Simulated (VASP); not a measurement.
Input of a VASP 6.6.1 run:

The input INCAR:

```
ALGO = Normal ; EDIFF = 1E-6
ENCUT = 520 ; GGA = PE
ISIF = 2 ; ISMEAR = 0
ISPIN = 2 ; LASPH = True
LCHARG = False ; LMAXMIX = 6
LORBIT = 11 ; LREAL = False
LWAVE = False ; MAGMOM = 7.55 7.55 0 0
NBANDS = 35 ; NELM = 150
PREC = Accurate ; SIGMA = 0.05
```

KPOINTS

```
k-points
0
Gamma
  10 10 8
```

Contents of POSCAR:

```
GdN
1.0
    3.5101648816      0.0000000000      0.0000000000
   -1.7550824408      3.0398919589      0.0000000000
    0.0000000000      0.0000000000      6.1522037157
Gd N
2 2
Direct
    0.0000000000      0.0000000000      0.0000000000
    0.0000000000      0.0000000000      0.5000000000
    0.3333333333      0.6666666667      0.2500000000
    0.6666666667      0.3333333333      0.7500000000
```

Potentials or basis: VASP PAW PBE potentials, release 64 (Gd, N).

Run with:

```sh
$ cat potpaw_PBE.64/Gd/POTCAR potpaw_PBE.64/N/POTCAR > POTCAR
$ mpirun -np 1 vasp_std > vasp.out
```

(1) Predict the band gap on the k mesh.

(2) Estimate the net moment.

(3) Estimate the pressure.

(4) Estimate the site moments.

Results:

(1) zero (filled and empty bands overlap).

(2) 14.00 μB per cell.

(3) -4.9 GPa.

(4) Gd +6.79; N -0.05 μB.

Caveat: the cell stands under tension; spin-orbit coupling is left out, which moves the levels of the heavy elements; semilocal functionals describe open f shells poorly, which spoils levels, moments and volumes.
